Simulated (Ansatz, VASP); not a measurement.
Two plane-wave programs on AlTl2

```
Al Tl
1.0
     5.55512    0.00000    0.00000
    -2.77756    4.81088    0.00000
     0.00000    0.00000    3.13049
Al Tl
1 2
Direct
  0.00000 0.00000 0.00000
  0.33333 0.66667 0.50000
  0.66667 0.33333 0.50000
```

Change from the starting cell: species swapped into the LuSi2 type (P6/mmm, No. 191).

Alike in both runs: functional PBE; k mesh 12 × 12 × 14; occupations gaussian, width 0.1 eV; no spin polarisation.

Ansatz relaxed the structure, and its values are those at the end. VASP's run is a single point on that final structure, the one shown.

```csv
,VASP,Ansatz
version,VASP 6.6.1,Ansatz 0.2.0
potentials or method,"VASP PAW PBE potentials, release 64 (Al, Tl_d), cutoff 520 eV","scalar-relativistic, plane waves, PAW"
valence electrons in the cell,29,29
```

```tsv
	VASP	Ansatz	Ansatz less VASP
gap on the k mesh at the Fermi level (eV)	none	none	-
pressure (GPa)	0.0	0.0	+0.04
```

A gap of «none» marks a metal or a gap that the smearing closes. With one functional, cell and mesh, what is left measures potentials, basis and numerics.

Spin-orbit coupling is off throughout.
